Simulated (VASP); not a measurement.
Write the native input for VASP 6.6.1 that does the following.

```
Task                   : single point
Functional             : PBEsol
Potentials or basis    : VASP PAW PBE potentials, release 64 (Na_sv, F)
Cutoff                 : 1130 eV
k mesh                 : 8 × 8 × 8
Occupations            : gaussian, width 0.01 eV
Spin                   : no spin polarisation
Dipole correction      : no
Further INCAR settings : ALGO = Normal; EDIFF = 1e-06; NBANDS = 15
```

The structure of NaF lies in POSCAR:

```
NaF
1.0
    2.2303419733      2.2303419733      0.0000000000
   -2.2303419733      2.2303419733      0.0000000000
    0.0000000000      2.2303419733      2.2303419733
Na F
1 1
Direct
    0.0000000000      0.0000000000      0.0000000000
    0.5000000000      0.5000000000      0.0000000000
```

The input as run:

INCAR

```
SYSTEM = NaF
PREC     = Accurate       ! precision mode
ENCUT    = 1130           ! plane-wave cutoff, eV
EDIFF    = 1E-6           ! SCF threshold, eV
ISMEAR   = 0              ! smearing method
SIGMA    = 0.01           ! smearing width, eV
LREAL    = .FALSE.        ! projectors in reciprocal space
LASPH    = .TRUE.         ! aspherical terms in the spheres
NELM     = 120            ! most SCF steps
ALGO     = Normal         ! electronic algorithm
ISIF     = 2              ! what is computed and relaxed
LWAVE    = .FALSE.        ! write WAVECAR
LCHARG   = .TRUE.         ! write CHGCAR
GGA      = PS             ! functional
LELF     = .TRUE.         ! ELF
LVHAR    = .TRUE.       
NBANDS   = 15             ! bands
GGA_COMPAT= .FALSE.
```

KPOINTS

```
regular mesh
0
G
  8 8 8
  0 0 0
```

Potentials or basis: VASP PAW PBE potentials, release 64 (Na_sv, F).

The run is started by

```bash
$ cat potpaw_PBE.64/Na_sv/POTCAR potpaw_PBE.64/F/POTCAR > POTCAR
$ mpirun -np 1 vasp_std > vasp.out
```

It gave:

| Quantity | Value |
| --- | --- |
| Pressure | 6.8 GPa |
| Band gap on the k mesh | 6.81 eV |

Caveat: the cell stands under pressure; the PAW data sets were made with another functional, which shifts forces and pressure a little.

It took 42 s on 1 thread of Intel(R) Xeon(R) Platinum 8488C (Sapphire Rapids) (shared host), peak memory 0.2 GiB.
